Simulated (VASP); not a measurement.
# Be (Pm-3m) in VASP: a series of runs

Be is run at these levels: r2SCAN; tasks: single point.

Everything below comes from runs of VASP 6.6.1. Logs are shortened: lines on timing, memory, paths and dates and some standing lists are left out, and cuts for length are marked.

### 1 The cell of the first run

The structure is cubic, space group Pm-3m (No. 221). The conventional cell has a = 2.142 Å, b = 2.142 Å, c = 2.142 Å, α = 90.00°, β = 90.00°, γ = 90.00°. Be (site symmetry m-3m) has 6 Be at 2.14 Å within 2.8 Å.

### 2 Single point, r2SCAN (volume scaled by 0.96)

Input file POSCAR:

```
Be
1.0
    2.1419203803      0.0000000000      0.0000000000
    0.0000000000      2.1419203803      0.0000000000
    0.0000000000      0.0000000000      2.1419203803
Be
1
Direct
    0.0000000000      0.0000000000      0.0000000000
```

Input file INCAR.step1:

```
  PREC = Accurate
  ENCUT = 520
  ISMEAR = -1
  SIGMA = 0.1
  LREAL = False
  LASPH = True
  NELM = 60
  NBANDS = 7
  GGA = PE
  ALGO = Normal
  EDIFF = 1E-4
  LWAVE = True
  LCHARG = False
```

Input file INCAR.step2:

```
  PREC = Accurate
  ENCUT = 520
  EDIFF = 1E-6
  ISMEAR = -1
  SIGMA = 0.1
  LREAL = False
  LASPH = True
  NELM = 60
  ALGO = Normal
  ISIF = 2
  LWAVE = False
  LCHARG = False
  METAGGA = R2SCAN
  LMIXTAU = True
  NBANDS = 7
  ISTART = 1
```

Input file KPOINTS:

```
regular mesh
0
Gamma
  16 16 16
```

Potentials or basis: VASP PAW PBE potentials, release 64 (Be).

Command:

```console
$ cat potpaw_PBE.64/Be/POTCAR > POTCAR
$ cp INCAR.step1 INCAR
$ mpirun -np 1 vasp_std > vasp.out
$ cp INCAR.step2 INCAR
$ mpirun -np 1 vasp_std > vasp.out
```

OUTCAR:

```text
PREC = Accurate
   ENCUT = 520
   EDIFF = 1E-6
   ISMEAR = -1
   LREAL = False
   LASPH = True
   NELM = 60
   ISIF = 2
   METAGGA = R2SCAN
   ISTART = 1

 ion  position               nearest neighbor table
   1  0.000  0.000  0.000-

  LATTYP: Found a simple cubic cell.
 ALAT       =     2.1419203803

  Lattice vectors:

 A1 = (   2.1419203803,   0.0000000000,   0.0000000000)
 A2 = (   0.0000000000,   2.1419203803,   0.0000000000)
 A3 = (   0.0000000000,   0.0000000000,   2.1419203803)

Analysis of symmetry for initial positions (statically):
=====================================================================
 Subroutine PRICEL returns:
 Original cell was already a primitive cell.

 Routine SETGRP: Setting up the symmetry group for a
 simple cubic supercell.

 Subroutine GETGRP returns: Found 48 space group operations
 (whereof 48 operations were pure point group operations)
 out of a pool of 48 trial point group operations.

The static configuration has the point symmetry O_h .

Analysis of symmetry for dynamics (positions and initial velocities):
=====================================================================
 Subroutine PRICEL returns:
 Original cell was already a primitive cell.

 Routine SETGRP: Setting up the symmetry group for a
 simple cubic supercell.

 Subroutine GETGRP returns: Found 48 space group operations
 (whereof 48 operations were pure point group operations)
 out of a pool of 48 trial point group operations.

The dynamic configuration has the point symmetry O_h .

 Subroutine INISYM returns: Found 48 space group operations
 (whereof 48 operations are pure point group operations),
 and found     1 'primitive' translations

----------------------------------------------------------------------------------------

                                     Primitive cell

  volume of cell :       9.8268

  direct lattice vectors                    reciprocal lattice vectors
     2.141920380  0.000000000  0.000000000     0.466870762  0.000000000  0.000000000
     0.000000000  2.141920380  0.000000000     0.000000000  0.466870762  0.000000000
     0.000000000  0.000000000  2.141920380     0.000000000  0.000000000  0.466870762

  length of vectors
     2.141920380  2.141920380  2.141920380     0.466870762  0.466870762  0.466870762

  position of ions in fractional coordinates (direct lattice)
     0.000000000  0.000000000  0.000000000

  ion indices of the primitive-cell ions
   primitive index   ion index
                 1           1

----------------------------------------------------------------------------------------

 KPOINTS: regular mesh

Automatic generation of k-mesh.
 Grid dimensions read from file:
 generate k-points for:   16   16   16

 Generating k-lattice:

  Cartesian coordinates                     Fractional coordinates (reciprocal lattice)
     0.029179423  0.000000000  0.000000000     0.062500000  0.000000000  0.000000000
     0.000000000  0.029179423  0.000000000     0.000000000  0.062500000  0.000000000
     0.000000000  0.000000000  0.029179423     0.000000000  0.000000000  0.062500000

  Length of vectors
     0.029179423  0.029179423  0.029179423

  Shift w.r.t. Gamma in fractional coordinates (k-lattice)
     0.000000000  0.000000000  0.000000000

 Subroutine IBZKPT returns following result:
 ===========================================

 Found    165 irreducible k-points:

 Following reciprocal coordinates:
            Coordinates               Weight
  0.000000  0.000000  0.000000      1.000000
  0.062500  0.000000  0.000000      6.000000
  0.125000  0.000000  0.000000      6.000000
  0.187500  0.000000  0.000000      6.000000
  0.250000  0.000000  0.000000      6.000000
  0.312500  0.000000  0.000000      6.000000
[... 16 lines left out ...]
  0.437500  0.125000  0.000000     24.000000
  0.500000  0.125000  0.000000     12.000000
 [... further k-points ...]
   k-points           NKPTS =    165   k-points in BZ     NKDIM =    165   number of bands    NBANDS=      7
   number of dos      NEDOS =    301   number of ions     NIONS =      1
   total plane-waves  NPLWV =   4096
   dimension x,y,z NGX =    16 NGY =   16 NGZ =   16
   dimension x,y,z NGXF=    32 NGYF=   32 NGZF=   32
   ions per type =               1
   NGX,Y,Z   is equivalent  to a cutoff of  12.42, 12.42, 12.42 a.u.
   NGXF,Y,Z  is equivalent  to a cutoff of  24.84, 24.84, 24.84 a.u.
 SYSTEM =  unknown system
   PREC   = accura    normal or accurate (medium, high low for compatibility)
   ISTART =      1    job   : 0-new  1-cont  2-samecut
   ICHARG =      0    charge: 1-file 2-atom 10-const
   ISPIN  =      1    spin polarized calculation?
   LNONCOLLINEAR =      F non collinear calculations
   LSORBIT =      F    spin-orbit coupling
   LASPH  =      T    aspherical Exc in radial PAW
   ENCUT  =  520.0 eV  38.22 Ry    6.18 a.u.   3.98  3.98  3.98*2*pi/ulx,y,z
   NELM   =     60;   NELMIN=  2; NELMDL=  0     # of ELM steps
   EDIFF  = 0.1E-05   stopping-criterion for ELM
   LREAL  =      F    real-space projection
   EDIFFG = 0.1E-04   stopping-criterion for IOM
   NSW    =      0    number of steps for IOM
   IBRION =     -1    ionic relax: 0-MD 1-quasi-New 2-CG
   NFREE  =      0    steps in history (QN), initial steepest desc. (CG)
   ISIF   =      2    stress and relaxation
   ISYM   =      2    0-nonsym 1-usesym 2-fastsym
   POTIM  = 0.5000    time-step for ionic-motion
   TEBEG  =    0.0;   TEEND  =   0.0 temperature during run
   PSTRESS=    0.0 pullay stress
   NELECT =       2.0000    total number of electrons
   NUPDOWN=      -1.0000    fix difference up-down
   EMIN   =  10.00;   EMAX   =-10.00  energy-range for DOS
   EFERMI =   0.00;   METHOD = LEGACY
   ISMEAR =    -1;   SIGMA  =   0.10  broadening in eV -4-tet -1-fermi 0-gaus
   EFERMI_NEDOS =   21; number of points for ismear=-14 and -15
   IALGO  =     38    algorithm
   IMIX   =      4    mixing-type and parameters
     AMIX     =   0.40;   BMIX     =  1.00
     AMIX_MAG =   1.60;   BMIX_MAG =  1.00
  volume/ion in A,a.u.               =       9.83        66.31
  Fermi-wavevector in a.u.,A,eV,Ry     =   0.962975  1.819758 12.616956  0.927320
  Thomas-Fermi vector in A             =   2.092480
   LORBIT       =      0    0 simple, 1 ext, 2 COOP (PROOUT), +10 PAW based schemes
   METAGGA = R2SCAN    functional components
   LHFCALC =     F    Hartree Fock is set to
   AEXX    =    0.0000 exact exchange contribution
   IVDW    =     0    specifies the selected vdW correction
   LEPSILON=     F    determine dielectric tensor
   LRPA    =     F    only Hartree local field effects (RPA)
 non-spin polarized calculation
  energy-cutoff  :      520.00
  volume of cell :        9.83
 maximum number of plane-waves:       282
 NGX is ok and might be reduce to    16
   NGX =  7   NGY =  7   NGZ =  7

 number of electron       2.0000000 magnetization

 Free energy of the ion-electron system (eV)
  ---------------------------------------------------
  ext. energy  EPLUGINS =         0.00000000
  ---------------------------------------------------
  free energy    TOTEN  =        -3.28339062 eV

  energy without entropy =       -3.27244472  energy(sigma->0) =       -3.27791767

 E-fermi :   5.1954     XC(G=0): -10.5658

 val. band max:        5.1799291533   @ k =   0.4375   0.3750   0.2500
 cond. band min:       5.2652608048   @ k =   0.5000   0.3125   0.1250
 fundamental gap:      0.0853316514
 Fermi energy:         5.1953734511

 k-point     1 :       0.0000    0.0000    0.0000
  band No.  band energies     occupation
      1      -5.5802      2.00000
      2      20.3860      0.00000
      3      20.3860      0.00000
      4      20.3860      0.00000
      5      25.9111      0.00000
      6      25.9111      0.00000
      7      36.0491      0.00000

 k-point     2 :       0.0625    0.0000    0.0000
  band No.  band energies     occupation
      1      -5.4729      2.00000
      2      18.8031      0.00000
      3      20.4942      0.00000
      4      20.4942      0.00000
      5      26.0414      0.00000
      6      27.6302      0.00000
      7      35.9659      0.00000

 k-point     3 :       0.1250    0.0000    0.0000
  band No.  band energies     occupation
      1      -5.1516      2.00000
      2      16.0509      0.00000
      3      20.8147      0.00000
      4      20.8147      0.00000
      5      26.4312      0.00000
      6      30.6826      0.00000
      7      35.8260      0.00000

 k-point     4 :       0.1875    0.0000    0.0000
  band No.  band energies     occupation
      1      -4.6186      2.00000
      2      13.2460      0.00000
      3      21.3342      0.00000
      4      21.3342      0.00000
      5      27.0764      0.00000
      6      33.1591      0.00000
      7      36.4100      0.00000

 k-point     5 :       0.2500    0.0000    0.0000
  band No.  band energies     occupation
      1      -3.8789      2.00000
      2      10.5895      0.00000
      3      22.0247      0.00000
      4      22.0247      0.00000
      5      27.9674      0.00000
      6      33.5303      0.00000
      7      38.9654      0.00000
[... 161 lines left out ...]
 k-point    22 :       0.3750    0.1250    0.0000
  band No.  band energies     occupation
      1      -1.3903      2.00000
      2       6.2634      0.00005
      3      20.3888      0.00000
      4      24.0535      0.00000
      5      28.9107      0.00000
      6      33.4541      0.00000
      7      37.8078      0.00000

 k-point    23 :       0.4375    0.1250    0.0000
  band No.  band energies     occupation
      1      -0.2235      2.00000
      2       4.4665      1.99863
      3      21.3310      0.00000
      4      24.7051      0.00000
      5      27.5853      0.00000
      6      34.5402      0.00000
      7      36.6894      0.00000

 k-point    24 :       0.5000    0.1250    0.0000
  band No.  band energies     occupation
      1       0.4541      2.00000
      2       3.5781      2.00000
      3      21.7712      0.00000
      4      24.9638      0.00000
      5      27.0091      0.00000
      6      35.5028      0.00000
      7      35.7494      0.00000

 [... further k-points ...]

------------------------ aborting loop because EDIFF is reached ----------------------------------------

  FORCE on cell =-STRESS in cart. coord.  units (eV):
  Direction    XX          YY          ZZ          XY          YZ          ZX
  --------------------------------------------------------------------------------------
  -------------------------------------------------------------------------------------
  Total        0.2190159      0.2190159      0.2190159      0.0000000      0.0000000     -0.0000000
  in kB       35.7088743     35.7088743     35.7088743      0.0000000      0.0000000     -0.0000000
  external PRESSURE =      35.7088743 kB  Pullay stress =       0.0000000 kB

 VOLUME and BASIS-vectors are now :
 -----------------------------------------------------------------------------
  energy-cutoff  :      520.00
  volume of cell :        9.83
      direct lattice vectors                 reciprocal lattice vectors
     2.141920380  0.000000000  0.000000000     0.466870762  0.000000000  0.000000000
     0.000000000  2.141920380  0.000000000     0.000000000  0.466870762  0.000000000
     0.000000000  0.000000000  2.141920380     0.000000000  0.000000000  0.466870762

 POSITION                                       TOTAL-FORCE (eV/Angst)
 -----------------------------------------------------------------------------------
      0.00000      0.00000      0.00000         0.000000      0.000000      0.000000
 -----------------------------------------------------------------------------------
    total drift:                               -0.000000     -0.000000     -0.000000

  FREE ENERGIE OF THE ION-ELECTRON SYSTEM (eV)
  ---------------------------------------------------
  free  energy   TOTEN  =        -3.2833906250 eV

  energy  without entropy=       -3.2724447233  energy(sigma->0) =       -3.27791767
```

It took 5.6 s on 1 thread of Intel Xeon 6975P-C (Granite Rapids), shared host; peak memory 0.11 GiB.

Results:

* Free energy: -3.2834 eV
* Pressure: 3.6 GPa
* Band gap on the k mesh: zero (band 1 reaches 11.38 eV, above the bottom of band 2 at 3.30 eV)

Caveat: the cell differs from its parent crystal (volume scaled by 0.96); the PAW data sets were made with another functional, which shifts forces and pressure a little.

### 3 Single point, r2SCAN

This run uses another cell than the first one, of 10.24 Å³/atom, 1.042 times its volume.

Input file POSCAR:

```
Be
1.0
    2.1712654019      0.0000000000      0.0000000000
    0.0000000000      2.1712654019      0.0000000000
    0.0000000000      0.0000000000      2.1712654019
Be
1
Direct
    0.0000000000      0.0000000000      0.0000000000
```

Input file INCAR.step1:

```
PREC     = Accurate       # precision mode
ENCUT    = 520            # plane-wave cutoff, eV
ISMEAR   = -1             # smearing method
SIGMA    = 0.1            # smearing width, eV
LREAL    = False          # projectors in reciprocal space
LASPH    = True           # aspherical terms in the spheres
NELM     = 80             # most SCF steps
NBANDS   = 7              # bands
GGA      = PE             # functional
ALGO     = Normal         # electronic algorithm
EDIFF    = 1E-4           # SCF threshold, eV
LWAVE    = True           # write WAVECAR
LCHARG   = False          # write CHGCAR
```

Input file INCAR.step2:

```
PREC     = Accurate       # precision mode
ENCUT    = 520            # plane-wave cutoff, eV
EDIFF    = 1E-6           # SCF threshold, eV
ISMEAR   = -1             # smearing method
SIGMA    = 0.1            # smearing width, eV
LREAL    = False          # projectors in reciprocal space
LASPH    = True           # aspherical terms in the spheres
NELM     = 80             # most SCF steps
ALGO     = Normal         # electronic algorithm
ISIF     = 2              # what is computed and relaxed
LWAVE    = False          # write WAVECAR
LCHARG   = False          # write CHGCAR
METAGGA  = R2SCAN         # meta-GGA
LMIXTAU  = True         
NBANDS   = 7              # bands
ISTART   = 1
```

Input file KPOINTS:

```
Automatic mesh
0
Gamma
  16 16 16
```

Potentials or basis: VASP PAW PBE potentials, release 64 (Be).

Command:

```console
$ cat potpaw_PBE.64/Be/POTCAR > POTCAR
$ cp INCAR.step1 INCAR
$ mpirun -np 1 vasp_std > vasp.out
$ cp INCAR.step2 INCAR
$ mpirun -np 1 vasp_std > vasp.out
```

Run time: 5.1 s. Hardware: 1 thread of Intel Xeon 6975P-C (Granite Rapids), shared host; peak memory 0.11 GiB.

The run converged. Its results:

```
Free energy            : -3.2880 eV
Pressure               : 0.2 GPa
Band gap on the k mesh : zero (band 1 reaches 10.90 eV, above the bottom of band 2 at 2.94 eV)
```

Levels at points of the mesh, in eV from the Fermi level:
```
           k point  band 1  band 2  band 3  band 4  band 5
(0.00, 0.00, 0.00)  -10.52   14.78   14.78   14.78   20.26
(0.50, 0.00, 0.00)   -5.04   -1.93   18.83   18.83   26.44
(0.50, 0.50, 0.00)    0.84    0.84    6.76    7.74   22.14
(0.50, 0.50, 0.50)    6.02    6.02    6.02   13.85   13.85
```

Caveat: the PAW data sets were made with another functional, which shifts forces and pressure a little.

### 4 Single point, r2SCAN (volume scaled by 1.04)

Input file POSCAR:

```
Be
1.0
    2.1998379602      0.0000000000      0.0000000000
    0.0000000000      2.1998379602      0.0000000000
    0.0000000000      0.0000000000      2.1998379602
Be
1
Direct
    0.0000000000      0.0000000000      0.0000000000
```

Input file INCAR.step1:

```
ALGO     = Normal         # electronic algorithm
EDIFF    = 1E-4           # SCF threshold, eV
ENCUT    = 520            # plane-wave cutoff, eV
GGA      = PE             # functional
ISMEAR   = -1             # smearing method
LASPH    = T              # aspherical terms in the spheres
LCHARG   = F              # write CHGCAR
LREAL    = F              # projectors in reciprocal space
LWAVE    = T              # write WAVECAR
NBANDS   = 7              # bands
NELM     = 100            # most SCF steps
PREC     = Accurate       # precision mode
SIGMA    = 0.1            # smearing width, eV
```

Input file INCAR.step2:

```
ALGO     = Normal         # electronic algorithm
EDIFF    = 1E-7           # SCF threshold, eV
ENCUT    = 520            # plane-wave cutoff, eV
ISIF     = 2              # what is computed and relaxed
ISMEAR   = -1             # smearing method
ISTART   = 1            
LASPH    = T              # aspherical terms in the spheres
LCHARG   = F              # write CHGCAR
LMIXTAU  = T            
LREAL    = F              # projectors in reciprocal space
LWAVE    = F              # write WAVECAR
METAGGA  = R2SCAN         # meta-GGA
NBANDS   = 7              # bands
NELM     = 100            # most SCF steps
PREC     = Accurate       # precision mode
SIGMA    = 0.1            # smearing width, eV
```

Input file KPOINTS:

```
k-points
0
Gamma
  16 16 16
```

Command:

```console
$ cat potpaw_PBE.64/Be/POTCAR > POTCAR
$ cp INCAR.step1 INCAR
$ mpirun -np 1 vasp_std > vasp.out
$ cp INCAR.step2 INCAR
$ mpirun -np 1 vasp_std > vasp.out
```

Run time: 7.4 s. Hardware: 1 thread of Intel Xeon 6975P-C (Granite Rapids), shared host; peak memory 0.11 GiB.

It converged, with:

```
Free energy            : -3.2846 eV
Pressure               : -2.7 GPa
Band gap on the k mesh : zero (band 1 reaches 10.46 eV, above the bottom of band 2 at 2.61 eV)
```

Levels at points of the mesh, in eV from the Fermi level:
| k point | band 1 | band 2 | band 3 | band 4 |
| --- | --- | --- | --- | --- |
| (0.00, 0.00, 0.00) | -10.29 | 14.40 | 14.40 | 14.40 |
| (0.50, 0.00, 0.00) | -4.85 | -1.97 | 18.30 | 18.30 |
| (0.50, 0.50, 0.00) | 0.86 | 0.86 | 6.72 | 7.38 |
| (0.50, 0.50, 0.50) | 5.88 | 5.88 | 5.88 | 13.60 |

Caveat: the cell differs from its parent crystal (volume scaled by 1.04); the PAW data sets were made with another functional, which shifts forces and pressure a little.

### 5 Overview

```tsv
cell	gap on the mesh (eV)	pressure (GPa)
a = 2.142 Å, 1 atom	none	3.6
a = 2.171 Å, 1 atom	none	0.2
a = 2.200 Å, 1 atom	none	-2.7
```

Alike in all rows: task single point; level r2SCAN; potentials or basis VASP PAW PBE potentials, release 64 (Be); no spin polarisation; k mesh 16 × 16 × 16; cutoff (eV) 520; smearing fermi-dirac 0.1 eV.

Caveats: the PAW data sets were made with another functional, which shifts forces and pressure a little.

Total energies depend on the potentials used, so only differences within one code and one set of settings carry meaning.
